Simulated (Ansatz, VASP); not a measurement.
## One calculation of Ta3N2, two programs

File POSCAR:

```
Ta3N2
1.0
    3.5971261021      0.0000000000      0.0000000000
   -1.7985630511      3.1152025850      0.0000000000
    0.0000000000      0.0000000000      5.5965439101
Ta N
3 2
Direct
    0.0000000000      0.0000000000      0.0000000000
    0.3333333333      0.6666666667      0.6450000000
    0.6666666667      0.3333333333      0.3550000000
    0.3333333333      0.6666666667      0.2450000000
    0.6666666667      0.3333333333      0.7550000000
```

Contents of INCAR.step1:

```
PREC     = Accurate       # precision mode
ENCUT    = 520            # plane-wave cutoff, eV
ISMEAR   = 0              # smearing method
SIGMA    = 0.1            # smearing width, eV
LREAL    = False          # projectors in reciprocal space
LASPH    = True           # aspherical terms in the spheres
NELM     = 150            # most SCF steps
ISPIN    = 2              # spin polarisation
MAGMOM   = 1 1 1 0 0      # initial moments
LMAXMIX  = 4              # l up to which the mixer works
NBANDS   = 34             # bands
GGA      = PE             # functional
ALGO     = Normal         # electronic algorithm
EDIFF    = 1E-4           # SCF threshold, eV
LWAVE    = True           # write WAVECAR
LCHARG   = False          # write CHGCAR
```

The input INCAR.step2:

```
PREC     = Accurate       # precision mode
ENCUT    = 520            # plane-wave cutoff, eV
EDIFF    = 1E-6           # SCF threshold, eV
ISMEAR   = 0              # smearing method
SIGMA    = 0.1            # smearing width, eV
LREAL    = False          # projectors in reciprocal space
LASPH    = True           # aspherical terms in the spheres
NELM     = 150            # most SCF steps
ALGO     = Normal         # electronic algorithm
ISIF     = 2              # what is computed and relaxed
LWAVE    = False          # write WAVECAR
LCHARG   = False          # write CHGCAR
ISPIN    = 2              # spin polarisation
MAGMOM   = 1 1 1 0 0      # initial moments
LORBIT   = 11             # projections on sites
LMAXMIX  = 4              # l up to which the mixer works
METAGGA  = R2SCAN         # meta-GGA
LMIXTAU  = True         
NBANDS   = 34             # bands
ISTART   = 1
```

KPOINTS

```
Automatic mesh
0
Gamma
  6 6 4
```

Input for Ansatz:

```yaml
crystal:
  lattice:
    - [3.5971261021, 0.0, 0.0]
    - [-1.7985630511, 3.115202585, 0.0]
    - [0.0, 0.0, 5.5965439101]
  atoms:
    - { symbol: Ta, position: [0.0, 0.0, 0.0], spin: 1.0 }
    - { symbol: Ta, position: [0.3333333333, 0.6666666667, 0.645], spin: 1.0 }
    - { symbol: Ta, position: [0.6666666667, 0.3333333333, 0.355], spin: 1.0 }
    - { symbol: "N", position: [0.3333333333, 0.6666666667, 0.245] }
    - { symbol: "N", position: [0.6666666667, 0.3333333333, 0.755] }
basis:
  ecutwfc: 500
kpoints:
  mp_grid: { grid: [6, 6, 4] }
hamiltonian:
  xc: r2scan
scf:
  occupations: { method: gaussian, width: 0.1 }
  lower_state_search: "off"
output:
  forces: true
  stress: true
  eigenvalues: true
  populations: true
magnetization:
  spin_polarized: true
```

Alike in both runs: task single point; functional r2SCAN; k mesh 6 × 6 × 4; occupations gaussian, width 0.1 eV; collinear spin.

|  | VASP | Ansatz |
| --- | --- | --- |
| version | VASP 6.6.1 | Ansatz 0.2.0 |
| potentials or method | VASP PAW PBE potentials, release 64 (Ta_pv, N), cutoff 520 eV | scalar-relativistic, plane waves, PAW |
| valence electrons in the cell | 43 | 49 |

|  | VASP | Ansatz | Ansatz less VASP |
| --- | --- | --- | --- |
| gap on the k mesh at the Fermi level (eV) | none | none | - |
| pressure (GPa) | 4.7 | 3.3 | -1.47 |
| traceless stress, the component that is largest in VASP (GPa) | 13.68 | 13.75 | +0.067 |
| rms of the force components (eV/Å) | 1.137 | 1.120 | -0.0168 |
| net moment per atom (μB) | 0.00 | 0.00 | 0.000 |

VASP's potentials were made for PBE, not for r2SCAN. Atom by atom the forces differ by 0.020 eV/Å (rms over components). A gap of «none» marks a metal or a gap that the smearing closes. VASP's potentials hold 43 valence electrons a cell and Ansatz's 49, so a difference there can come from the potentials and not from the codes. Ansatz's warnings: seeded moment not kept, stability check not made.

Neither program's run includes spin-orbit coupling.
